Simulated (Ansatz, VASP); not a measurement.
## One calculation of Sn3Se, two programs

Contents of INCAR:

```
SYSTEM = Sn3Se
PREC = Accurate ; ENCUT = 520
EDIFF = 1E-6 ; ISMEAR = -1
SIGMA = 0.05 ; LREAL = .False.
LASPH = .True. ; NELM = 80
ALGO = Normal ; ISIF = 2
LWAVE = .False. ; LCHARG = .False.
GGA = CA ; NBANDS = 32
```

File KPOINTS:

```
regular mesh
0
Gamma
  6 6 6
  0 0 0
```

The input POSCAR:

```
Sn3Se
1.0
    4.7418790000      0.0000000000      0.0000000000
    0.0000000000      4.7418790000      0.0000000000
    0.0000000000      0.0000000000      4.7418790000
Sn Se
3 1
Direct
    0.5000000000      0.5000000000      0.0000000000
    0.5000000000      0.0000000000      0.5000000000
    0.0000000000      0.5000000000      0.5000000000
    0.0000000000      0.0000000000      0.0000000000
```

input.yaml

```yaml
crystal:
  lattice:
    - [4.741879, 0.0, 0.0]
    - [0.0, 4.741879, 0.0]
    - [0.0, 0.0, 4.741879]
  atoms:
    - { symbol: Sn, position: [0.5, 0.5, 0.0] }
    - { symbol: Sn, position: [0.5, 0.0, 0.5] }
    - { symbol: Sn, position: [0.0, 0.5, 0.5] }
    - { symbol: Se, position: [0.0, 0.0, 0.0] }
hamiltonian:
  xc: lda
  pseudopotentials: { kind: paw }
kpoints:
  mp_grid: { grid: [6, 6, 6] }
  band_path:
    path:
      - [[0.0, 0.0, 0.0], [0.0, 0.5, 0.0], [0.5, 0.5, 0.0], [0.0, 0.0, 0.0], [0.5, 0.5, 0.5], [0.0, 0.5, 0.0]]
      - [[0.5, 0.5, 0.0], [0.5, 0.5, 0.5]]
    npoints: 14
scf:
  occupations: { method: fermi_dirac, width: 0.05 }
  n_extra_bands: 10
output:
  forces: true
  stress: true
  eigenvalues: true
  fatbands: true
```

Alike in both runs: functional LDA; k mesh 6 × 6 × 6; occupations fermi-dirac, width 0.05 eV; no spin polarisation.

|  | VASP | Ansatz |
| --- | --- | --- |
| version | VASP 6.6.1 | Ansatz 0.2.0 |
| potentials or method | VASP PAW LDA potentials, release 64 (Sn_d, Se) | Ansatz PAW |
| plane-wave cutoff (eV) | 520 | 420 |
| valence electrons in the cell | 48 | 58 |
| task | single point | band structure |

|  | VASP | Ansatz | Ansatz less VASP |
| --- | --- | --- | --- |
| gap on the k mesh at the Fermi level (eV) | none | none | - |
| pressure (GPa) | -3.9 | -3.9 | -0.03 |

LDA's correlation is that of Perdew and Zunger in VASP and of Perdew and Wang (1992) in Ansatz. A gap of «none» marks a metal or a gap that the smearing closes. VASP's potentials hold 48 valence electrons a cell and Ansatz's 58, so a difference there can come from the potentials and not from the codes.
